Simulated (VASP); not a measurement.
# Zr (R-3m) in VASP: notebook

The runs below take Zr through single point, with PBE.

Everything below comes from runs of VASP 6.6.1. Logs are shortened: lines on timing, memory, paths and dates and some standing lists are left out, and cuts for length are marked.

### Step 1. The cell of the first run

Symmetry: R-3m, No. 166, trigonal system. Conventional cell: a = 2.844 Å, b = 2.844 Å, c = 9.822 Å, α = 90.00°, β = 90.00°, γ = 120.00°. Zr (site symmetry -3m) has 12 Zr at 2.84 to 3.66 Å within 3.7 Å.

### Step 2. Single point, PBE

Input file INCAR:

```
PREC = Accurate ; ENCUT = 520
EDIFF = 1E-7 ; ISMEAR = 0
SIGMA = 0.15 ; LREAL = False
LASPH = True ; NELM = 80
ALGO = Fast ; ISIF = 2
LWAVE = False ; LCHARG = True
GGA = PE ; LELF = True
LVHAR = True ; NBANDS = 12
```

Input file KPOINTS:

```
Automatic mesh
0
Gamma
  20 20 20
```

Input file POSCAR:

```
Zr
1.0
    0.5496667157      2.5606425048      2.5606425048
    2.5606425048      0.5496667157      2.5606425048
    2.5606425048      2.5606425048      0.5496667157
Zr
1
Direct
    0.0000000000      0.0000000000      0.0000000000
```

Potentials or basis: VASP PAW PBE potentials, release 64 (Zr_sv).

Launch:

```sh
$ cat potpaw_PBE.64/Zr_sv/POTCAR > POTCAR
$ mpirun -np 1 vasp_std > vasp.out
```

OUTCAR:

```text
PREC = Accurate
   ENCUT = 520
   EDIFF = 1E-7
   ISMEAR = 0
   LREAL = False
   LASPH = True
   NELM = 80
   ISIF = 2
   GGA = PE

 ion  position               nearest neighbor table
   1  0.000  0.000  0.000-

  LATTYP: Found a trigonal (rhomboedric) cell.
 ALAT       =     3.6627740270
 COS(alpha) =     0.6985651702

  Lattice vectors:

 A1 = (   0.5496667157,   2.5606425048,   2.5606425048)
 A2 = (   2.5606425048,   0.5496667157,   2.5606425048)
 A3 = (   2.5606425048,   2.5606425048,   0.5496667157)

Analysis of symmetry for initial positions (statically):
=====================================================================
 Subroutine PRICEL returns:
 Original cell was already a primitive cell.

 Routine SETGRP: Setting up the symmetry group for a
 trigonal (rhombohedral) supercell.

 Subroutine GETGRP returns: Found 12 space group operations
 (whereof 12 operations were pure point group operations)
 out of a pool of 12 trial point group operations.

The static configuration has the point symmetry D_3d.

Analysis of symmetry for dynamics (positions and initial velocities):
=====================================================================
 Subroutine PRICEL returns:
 Original cell was already a primitive cell.

 Routine SETGRP: Setting up the symmetry group for a
 trigonal (rhombohedral) supercell.

 Subroutine GETGRP returns: Found 12 space group operations
 (whereof 12 operations were pure point group operations)
 out of a pool of 12 trial point group operations.

The dynamic configuration has the point symmetry D_3d.

 Subroutine INISYM returns: Found 12 space group operations
 (whereof 12 operations are pure point group operations),
 and found     1 'primitive' translations

----------------------------------------------------------------------------------------

                                     Primitive cell

  volume of cell :      22.9335

  direct lattice vectors                    reciprocal lattice vectors
     0.549666716  2.560642505  2.560642505    -0.272734938  0.224536091  0.224536091
     2.560642505  0.549666716  2.560642505     0.224536091 -0.272734938  0.224536091
     2.560642505  2.560642505  0.549666716     0.224536091  0.224536091 -0.272734938

  length of vectors
     3.662774027  3.662774027  3.662774027     0.418589607  0.418589607  0.418589607

  position of ions in fractional coordinates (direct lattice)
     0.000000000  0.000000000  0.000000000

  ion indices of the primitive-cell ions
   primitive index   ion index
                 1           1

----------------------------------------------------------------------------------------

 KPOINTS: Automatic mesh

Automatic generation of k-mesh.
 Grid dimensions read from file:
 generate k-points for:   20   20   20

 Generating k-lattice:

  Cartesian coordinates                     Fractional coordinates (reciprocal lattice)
    -0.013636747  0.011226805  0.011226805     0.050000000  0.000000000 -0.000000000
     0.011226805 -0.013636747  0.011226805     0.000000000  0.050000000 -0.000000000
     0.011226805  0.011226805 -0.013636747     0.000000000  0.000000000  0.050000000

  Length of vectors
     0.020929480  0.020929480  0.020929480

  Shift w.r.t. Gamma in fractional coordinates (k-lattice)
     0.000000000  0.000000000  0.000000000

 Subroutine IBZKPT returns following result:
 ===========================================

 Found    781 irreducible k-points:

 Following reciprocal coordinates:
            Coordinates               Weight
  0.000000  0.000000  0.000000      1.000000
  0.050000 -0.000000 -0.000000      6.000000
  0.100000 -0.000000 -0.000000      6.000000
  0.150000  0.000000  0.000000      6.000000
  0.200000 -0.000000 -0.000000      6.000000
  0.250000  0.000000  0.000000      6.000000
[... 16 lines left out ...]
 -0.400000  0.050000 -0.000000     12.000000
 -0.350000  0.050000 -0.000000     12.000000
 [... further k-points ...]
   k-points           NKPTS =    781   k-points in BZ     NKDIM =    781   number of bands    NBANDS=     12
   number of dos      NEDOS =    301   number of ions     NIONS =      1
   total plane-waves  NPLWV =  21952
   dimension x,y,z NGX =    28 NGY =   28 NGZ =   28
   dimension x,y,z NGXF=    56 NGYF=   56 NGZF=   56
   ions per type =               1
   NGX,Y,Z   is equivalent  to a cutoff of  12.71, 12.71, 12.71 a.u.
   NGXF,Y,Z  is equivalent  to a cutoff of  25.42, 25.42, 25.42 a.u.
 SYSTEM =  unknown system
   PREC   = accura    normal or accurate (medium, high low for compatibility)
   ISTART =      0    job   : 0-new  1-cont  2-samecut
   ICHARG =      2    charge: 1-file 2-atom 10-const
   ISPIN  =      1    spin polarized calculation?
   LNONCOLLINEAR =      F non collinear calculations
   LSORBIT =      F    spin-orbit coupling
   LASPH  =      T    aspherical Exc in radial PAW
   ENCUT  =  520.0 eV  38.22 Ry    6.18 a.u.   6.81  6.81  6.81*2*pi/ulx,y,z
   NELM   =     80;   NELMIN=  2; NELMDL= -5     # of ELM steps
   EDIFF  = 0.1E-06   stopping-criterion for ELM
   LREAL  =      F    real-space projection
   EDIFFG = 0.1E-05   stopping-criterion for IOM
   NSW    =      0    number of steps for IOM
   IBRION =     -1    ionic relax: 0-MD 1-quasi-New 2-CG
   NFREE  =      0    steps in history (QN), initial steepest desc. (CG)
   ISIF   =      2    stress and relaxation
   ISYM   =      2    0-nonsym 1-usesym 2-fastsym
   POTIM  = 0.5000    time-step for ionic-motion
   TEBEG  =    0.0;   TEEND  =   0.0 temperature during run
   PSTRESS=    0.0 pullay stress
   NELECT =      12.0000    total number of electrons
   NUPDOWN=      -1.0000    fix difference up-down
   EMIN   =  10.00;   EMAX   =-10.00  energy-range for DOS
   EFERMI =   0.00;   METHOD = LEGACY
   ISMEAR =     0;   SIGMA  =   0.15  broadening in eV -4-tet -1-fermi 0-gaus
   EFERMI_NEDOS =   21; number of points for ismear=-14 and -15
   IALGO  =     68    algorithm
   IMIX   =      4    mixing-type and parameters
     AMIX     =   0.40;   BMIX     =  1.00
     AMIX_MAG =   1.60;   BMIX_MAG =  1.00
  volume/ion in A,a.u.               =      22.93       154.76
  Fermi-wavevector in a.u.,A,eV,Ry     =   1.319204  2.492935 23.678216  1.740300
  Thomas-Fermi vector in A             =   2.449119
   LORBIT       =      0    0 simple, 1 ext, 2 COOP (PROOUT), +10 PAW based schemes
   GGA     = PE    functional components
   LHFCALC =     F    Hartree Fock is set to
   AEXX    =    0.0000 exact exchange contribution
   IVDW    =     0    specifies the selected vdW correction
   LEPSILON=     F    determine dielectric tensor
   LRPA    =     F    only Hartree local field effects (RPA)
 non-spin polarized calculation
 RMM-DIIS sequential band-by-band and
 Gauss-broadening in eV      SIGMA  =   0.15
  energy-cutoff  :      520.00
  volume of cell :       22.93
 maximum number of plane-waves:       632
   NGX = 13   NGY = 13   NGZ = 13

 number of electron      12.0000000 magnetization

 Free energy of the ion-electron system (eV)
  ---------------------------------------------------
  ext. energy  EPLUGINS =         0.00000000
  ---------------------------------------------------
  free energy    TOTEN  =        -8.13271657 eV

  energy without entropy =       -8.12676030  energy(sigma->0) =       -8.12973844

 E-fermi :   8.7790     XC(G=0): -11.0364

 val. band max:        8.7678530040   @ k =  -0.2000   0.1500   0.1500
 cond. band min:       8.7832012611   @ k =  -0.2000   0.2000   0.1500
 fundamental gap:      0.0153482571
 Fermi energy:         8.7789656117

 k-point     1 :       0.0000    0.0000    0.0000
  band No.  band energies     occupation
      1     -39.7653      2.00000
      2     -17.5923      2.00000
      3     -16.7103      2.00000
      4     -16.7103      2.00000
      5       3.6750      2.00000
      6       7.4433      2.00000
      7      10.3868      0.00000
      8      10.3868      0.00000
      9      13.8252      0.00000
     10      13.8252      0.00000
     11      17.7829      0.00000
     12      21.7178      0.00000

 k-point     2 :       0.0500   -0.0000   -0.0000
  band No.  band energies     occupation
      1     -39.7565      2.00000
      2     -17.5868      2.00000
      3     -16.7661      2.00000
      4     -16.7220      2.00000
      5       3.7777      2.00000
      6       7.5189      2.00000
      7      10.2646      0.00000
      8      10.4858      0.00000
      9      13.5092      0.00000
     10      13.7695      0.00000
     11      18.1598      0.00000
     12      21.9852      0.00000

 k-point     3 :       0.1000   -0.0000   -0.0000
  band No.  band energies     occupation
      1     -39.7310      2.00000
      2     -17.5710      2.00000
      3     -16.9258      2.00000
      4     -16.7556      2.00000
      5       4.0723      2.00000
      6       7.7355      2.00000
      7       9.9505      0.00000
      8      10.7798      0.00000
      9      12.8084      0.00000
     10      13.6126      0.00000
     11      19.0139      0.00000
     12      22.7272      0.00000
[... 286 lines left out ...]
 k-point    23 :      -0.4000    0.0500   -0.0000
  band No.  band energies     occupation
      1     -39.4120      2.00000
      2     -18.6409      2.00000
      3     -17.3670      2.00000
      4     -17.1753      2.00000
      5       6.0629      2.00000
      6       7.9652      2.00000
      7      10.2655      0.00000
      8      11.8428      0.00000
      9      12.4048      0.00000
     10      15.9460      0.00000
     11      18.9459      0.00000
     12      21.7052      0.00000

 k-point    24 :      -0.3500    0.0500   -0.0000
  band No.  band energies     occupation
      1     -39.4471      2.00000
      2     -18.4714      2.00000
      3     -17.3866      2.00000
      4     -17.1329      2.00000
      5       6.1322      2.00000
      6       8.0810      2.00000
      7       9.7118      0.00000
      8      11.8697      0.00000
      9      12.1717      0.00000
     10      15.2379      0.00000
     11      18.9354      0.00000
     12      22.4433      0.00000

 [... further k-points ...]
[... 5 lines left out ...]
  --------------------------------------------------------------------------------------
  -------------------------------------------------------------------------------------
  Total        0.6517897      0.6517897      0.6517897     -1.3333090     -1.3333090     -1.3333090
  in kB       45.5353223     45.5353223     45.5353223    -93.1476182    -93.1476182    -93.1476182
  external PRESSURE =      45.5353223 kB  Pullay stress =       0.0000000 kB

 VOLUME and BASIS-vectors are now :
 -----------------------------------------------------------------------------
  energy-cutoff  :      520.00
  volume of cell :       22.93
      direct lattice vectors                 reciprocal lattice vectors
     0.549666716  2.560642505  2.560642505    -0.272734938  0.224536091  0.224536091
     2.560642505  0.549666716  2.560642505     0.224536091 -0.272734938  0.224536091
     2.560642505  2.560642505  0.549666716     0.224536091  0.224536091 -0.272734938

 POSITION                                       TOTAL-FORCE (eV/Angst)
 -----------------------------------------------------------------------------------
      0.00000      0.00000      0.00000        -0.000000      0.000000      0.000000
 -----------------------------------------------------------------------------------
    total drift:                               -0.000000     -0.000000     -0.000000

  FREE ENERGIE OF THE ION-ELECTRON SYSTEM (eV)
  ---------------------------------------------------
  free  energy   TOTEN  =        -8.1327165743 eV

  energy  without entropy=       -8.1267603042  energy(sigma->0) =       -8.12973844
```

Run time: 6.1 min. Hardware: 1 thread of Intel Xeon Platinum 8488C (Sapphire Rapids), shared host; peak memory 0.32 GiB.

Results:

| Quantity | Value |
| --- | --- |
| Free energy | -8.1327 eV |
| Pressure | 4.6 GPa |
| Band gap on the k mesh | zero (bands 6 and 7 overlap by 0.61 eV) |

Levels at points of the mesh, in eV from the Fermi level:
```tsv
k point	band 3	band 4	band 5	band 6	band 7	band 8	band 9	band 10
(0.00, 0.00, 0.00)	-25.49	-25.49	-5.10	-1.34	1.61	1.61	5.05	5.05
(0.50, 0.00, 0.00)	-26.14	-25.94	-2.89	-1.00	2.71	3.04	3.21	7.70
(0.50, 0.50, 0.00)	-26.24	-25.97	-2.95	-2.26	3.88	4.74	4.90	7.74
(0.50, 0.50, 0.50)	-25.50	-25.50	-3.21	-0.57	1.49	1.49	5.61	5.61
```

Caveat: the cell stands under pressure.

(Continued in part 2 of 2.)
